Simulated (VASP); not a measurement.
Wanted: the native input for a VASP 6.6.1 run.

| Property | Result |
| --- | --- |
| Task | single point |
| Functional | r2SCAN |
| Potentials or basis | VASP PAW PBE potentials, release 64 (Cs_sv, Cl) |
| Cutoff | 550 eV |
| k mesh | 6 × 6 × 6 |
| Occupations | gaussian, width 0.02 eV |
| Spin | no spin polarisation |
| Dipole correction | no |
| Further INCAR settings | ALGO = Normal; EDIFF = 1e-06; NBANDS = 15 |

The system is CsCl.

```xyz
2
Lattice="4.0557 0.0000 0.0000 0.0000 4.0557 0.0000 0.0000 0.0000 4.0557" Properties=species:S:1:pos:R:3 pbc="T T T"
Cs    0.0000    0.0000    0.0000
Cl    2.0278    2.0278    2.0278
```

The input as run:

POSCAR

```
CsCl
1.0
    4.0556591500      0.0000000000      0.0000000000
    0.0000000000      4.0556591500      0.0000000000
    0.0000000000      0.0000000000      4.0556591500
Cs Cl
1 1
Direct
    0.0000000000      0.0000000000      0.0000000000
    0.5000000000      0.5000000000      0.5000000000
```

INCAR.step1

```
PREC = Accurate
ENCUT = 550
ISMEAR = 0
SIGMA = 0.02
LREAL = F
LASPH = T
NELM = 120
NBANDS = 15
GGA = PE
ALGO = Normal
EDIFF = 1E-5
LWAVE = T
LCHARG = F
GGA_COMPAT = F
```

INCAR.step2

```
PREC = Accurate
ENCUT = 550
EDIFF = 1E-6
ISMEAR = 0
SIGMA = 0.02
LREAL = F
LASPH = T
NELM = 120
ALGO = Normal
ISIF = 2
LWAVE = F
LCHARG = F
METAGGA = R2SCAN
LMIXTAU = T
NBANDS = 15
ISTART = 1
GGA_COMPAT = F
```

KPOINTS

```
regular mesh
0
Gamma
  6 6 6
```

Potentials or basis: VASP PAW PBE potentials, release 64 (Cs_sv, Cl).

Command:

```sh
$ cat potpaw_PBE.64/Cs_sv/POTCAR potpaw_PBE.64/Cl/POTCAR > POTCAR
$ cp INCAR.step1 INCAR
$ mpirun -np 1 vasp_std > vasp.out
$ cp INCAR.step2 INCAR
$ mpirun -np 1 vasp_std > vasp.out
```

It gave:

| Quantity | Value |
| --- | --- |
| Pressure | 1.4 GPa |
| Band gap on the k mesh | 5.84 eV |

Caveat: the PAW data sets were made with another functional, which shifts forces and pressure a little; spin-orbit coupling is left out, which moves the levels of the heavy elements.

Run time: 70 s on 1 thread of Intel Xeon 8259CL, on a shared host, peak memory 0.19 GiB.
